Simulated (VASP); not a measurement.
A run of VASP 6.6.1 is set up as follows.

File INCAR:

```
  AGGAC = 1.0
  AGGAX = 1.0
  ALDAC = 0.0
  ALDAX = 1.0
  ALGO = Normal
  EDIFF = 1E-6
  EDIFFG = -0.01
  ENCUT = 600
  GGA = B5
  IBRION = 2
  ISIF = 3
  ISMEAR = -1
  IVDW = 12
  LASPH = T
  LCHARG = F
  LREAL = F
  LWAVE = F
  NELM = 100
  NSW = 80
  PREC = Accurate
  SIGMA = 0.1
  VDW_A1 = 0.4298
  VDW_A2 = 4.2359
  VDW_S6 = 1.0
  VDW_S8 = 2.6996
```

KPOINTS

```
k-points
0
Gamma
  6 6 6
```

The input POSCAR:

```
InAs
1.0
    0.0000000000      2.8773040000      2.8773040000
    2.8773040000      0.0000000000      2.8773040000
    2.8773040000      2.8773040000      0.0000000000
In As
1 1
Direct
    0.5000000000      0.5000000000      0.5000000000
    0.0000000000      0.0000000000      0.0000000000
```

Potentials or basis: VASP PAW PBE potentials, release 64 (In_d, As).

Launch:

```console
$ cat potpaw_PBE.64/In_d/POTCAR potpaw_PBE.64/As/POTCAR > POTCAR
$ mpirun -np 1 vasp_std > vasp.out
```

(1) Estimate the band gap on the k mesh.

(2) Estimate the relaxed cell.

(3) What does it give for the relaxed volume?

## Answers

(1) zero (band 9 reaches 7.00 eV, above the bottom of band 10 at 4.37 eV).

(2) a = 4.038 Å, b = 4.038 Å, c = 4.038 Å, α = 60.00°, β = 60.00°, γ = 60.00°.

(3) 23.28 Å³/atom.

Caveat: the PAW data sets were made with another functional, which shifts forces and pressure a little; spin-orbit coupling is left out, which moves the levels of the heavy elements; pairwise dispersion overbinds metals, which lowers pressure and volume.
